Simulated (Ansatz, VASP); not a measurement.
**Two plane-wave programs on Ti3Al**

```
CELL_PARAMETERS angstrom
0.00000 3.19152 3.19152
3.19152 0.00000 3.19152
3.19152 3.19152 0.00000
ATOMIC_POSITIONS crystal
Ti 0.75000 0.75000 0.75000
Ti 0.25000 0.25000 0.25000
Ti 0.00000 0.00000 0.00000
Al 0.50000 0.50000 0.50000
```

Alike in both runs: functional PBEsol; k mesh 12 × 12 × 12; occupations gaussian, width 0.1 eV; collinear spin.

Ansatz relaxed the structure, and its values are those at the end. VASP's run is a single point on that final structure, the one shown.

|  | VASP | Ansatz |
| --- | --- | --- |
| version | VASP 6.6.1 | Ansatz 0.2.0 |
| potentials or method | VASP PAW PBE potentials, release 64 (Ti_sv, Al), cutoff 520 eV | scalar-relativistic, plane waves, PAW |
| valence electrons in the cell | 39 | 39 |

VASP gave:

* gap on the k mesh at the Fermi level (eV): none
* pressure (GPa): -0.1
* net moment per atom (μB): 0.41
* size of the moment on the site where the two differ most (μB): 0.20

Q: Which values does Ansatz return?

A: gap on the k mesh at the Fermi level (eV): none; pressure (GPa): 0.0; net moment per atom (μB): 0.41; size of the moment on the site where the two differ most (μB): 0.20.

VASP's potentials were made for PBE, not for PBEsol. Site moments also hang on the region over which each program counts them. A gap of «none» marks a metal or a gap that the smearing closes.
